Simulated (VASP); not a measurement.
Set up this calculation in VASP 6.6.1, as the native input.

- Task: single point
- Functional: PBE
- Dispersion: D3(BJ)
- Potentials or basis: VASP PAW PBE potentials, release 64 (Ba_sv, Ti_sv, O_h)
- Cutoff: 910 eV
- k mesh: 2 × 2 × 1
- Occupations: fermi-dirac, width 0.002 eV
- Spin: no spin polarisation
- Dipole correction: no
- Further INCAR settings: ALGO = Normal; EDIFF = 1e-06; NBANDS = 51; NELMDL = -8

The structure of BaTiO3 lies in POSCAR:

```
BaTiO3
1.0
    5.6433910000      0.0000000000      0.0000000000
   -2.8216950000      4.9139330000      0.0000000000
    0.0000000000      0.0000000000     15.5925150000
Ba Ti O
2 2 6
Direct
    0.0000000000      0.0000000000      0.0641333358
    0.7983481034      0.3758700007      0.1692093931
    0.4175402466      0.6543027754      0.2135960748
    1.2353198678      1.1291769749      0.2917553711
    0.2760143974      0.4566606830      0.1039408973
    0.3074639359      0.9598624971      0.1912776739
    0.7902371291      0.9322471430      0.1901681672
    1.1574263449      0.9899402373      0.3837546412
    1.1185609738      0.3977669211      0.2756963838
    0.5687948271      0.4319147209      0.2911076244
```

The input as run:

INCAR

```
SYSTEM = BaTiO3
ALGO     = Normal         ! electronic algorithm
EDIFF    = 1E-6           ! SCF threshold, eV
ENCUT    = 910            ! plane-wave cutoff, eV
GGA      = PE             ! functional
GGA_COMPAT= .FALSE.      
ISIF     = 2              ! what is computed and relaxed
ISMEAR   = -1             ! smearing method
IVDW     = 12             ! dispersion correction
LASPH    = .TRUE.         ! aspherical terms in the spheres
LCHARG   = .FALSE.        ! write CHGCAR
LREAL    = .FALSE.        ! projectors in reciprocal space
LWAVE    = .FALSE.        ! write WAVECAR
NBANDS   = 51             ! bands
NELM     = 120            ! most SCF steps
NELMDL   = -8           
PREC     = Accurate       ! precision mode
SIGMA    = 0.002          ! smearing width, eV
```

KPOINTS

```
k-points
0
G
  2 2 1
  0 0 0
```

Potentials or basis: VASP PAW PBE potentials, release 64 (Ba_sv, Ti_sv, O_h).

Launch:

```sh
$ cat potpaw_PBE.64/Ba_sv/POTCAR potpaw_PBE.64/Ti_sv/POTCAR potpaw_PBE.64/O_h/POTCAR > POTCAR
$ mpirun -np 1 vasp_std > vasp.out
```

Results of the run:

| Quantity | Value |
| --- | --- |
| Largest force | 2.846 eV/Å |
| Band gap on the k mesh | 0.94 eV (least direct gap 1.13 eV) |
| Dispersion energy per atom | -0.134 eV |

Caveat: the k points lie up to 0.64 Å⁻¹ apart; spin-orbit coupling is left out, which moves the levels of the heavy elements.

Wall time 11 min on 1 thread of Intel(R) Xeon(R) Platinum 8259CL CPU @ 2.50GHz (Skylake/Cascade Lake) (shared host), peak memory 1 GiB.
